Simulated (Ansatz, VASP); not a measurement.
## NaF in VASP and in Ansatz

POSCAR

```
NaF
1.0
    0.0000000000      2.4300108974      2.4300108974
    2.4300108974      0.0000000000      2.4300108974
    2.4300108974      2.4300108974      0.0000000000
Na F
1 1
Direct
    0.0000000000      0.0000000000      0.0000000000
    0.2500000000      0.2500000000      0.2500000000
```

INCAR.step1

```
ALGO = Normal
EDIFF = 1E-5
ENCUT = 520
GGA = PE
ISIF = 2
ISMEAR = 0
LASPH = True
LCHARG = False
LREAL = False
LWAVE = True
NBANDS = 14
NELM = 100
PREC = Accurate
SIGMA = 0.01
```

INCAR.step2

```
ALGO = Normal
EDIFF = 1E-6
ENCUT = 520
GGA = PE
HFSCREEN = 0.2079
ISIF = 2
ISMEAR = 0
ISTART = 1
LASPH = True
LCHARG = False
LHFCALC = True
LREAL = False
LWAVE = False
NBANDS = 14
NELM = 100
PREC = Accurate
PRECFOCK = Normal
SIGMA = 0.01
```

KPOINTS

```
k-points
0
Gamma
  6 6 6
```

Input for Ansatz:

```yaml
crystal:
  lattice:
    - [0.0, 2.4300108974, 2.4300108974]
    - [2.4300108974, 0.0, 2.4300108974]
    - [2.4300108974, 2.4300108974, 0.0]
  atoms:
    - { symbol: Na, position: [0.0, 0.0, 0.0] }
    - { symbol: F, position: [0.25, 0.25, 0.25] }
kpoints:
  mp_grid: { grid: [6, 6, 6] }
  band_path:
    path:
      - [0.0, 0.0, 0.0]
      - [-0.5, -0.5, 0.0]
      - [-0.375, -0.375, 0.25]
      - [-0.375, 0.0, 0.375]
      - [0.0, 0.0, 0.5]
      - [-0.5, -0.25, 0.25]
      - [-0.083333, 0.0, 0.083333]
    npoints: 1
hamiltonian:
  xc: hse06
scf:
  occupations: { method: fixed }
  n_extra_bands: 4
output:
  forces: true
  stress: true
  eigenvalues: true
```

Change from the starting cell: hydrostatic strain -4.0%.

Alike in both runs: task single point; functional HSE06; k mesh 6 × 6 × 6; no spin polarisation.

|  | VASP | Ansatz |
| --- | --- | --- |
| version | VASP 6.6.1 | Ansatz 0.2.0 |
| potentials or method | VASP PAW PBE potentials, release 64 (Na_pv, F) | plane waves, PAW |
| plane-wave cutoff (eV) | 520 | 420 |
| occupations | gaussian, width 0.01 eV | fixed |
| valence electrons in the cell | 14 | 16 |

Ansatz gave:

```
gap on the k mesh at the Fermi level (eV) : 8.14
pressure (GPa)                            : 6.9
```

Problem. Which values does VASP return?

Solution. gap on the k mesh at the Fermi level (eV): 8.11; pressure (GPa): 7.3.

VASP's potentials hold 14 valence electrons a cell and Ansatz's 16, so a difference there can come from the potentials and not from the codes. Ansatz's warnings: stress exchange threshold loose, stress scf threshold loose.
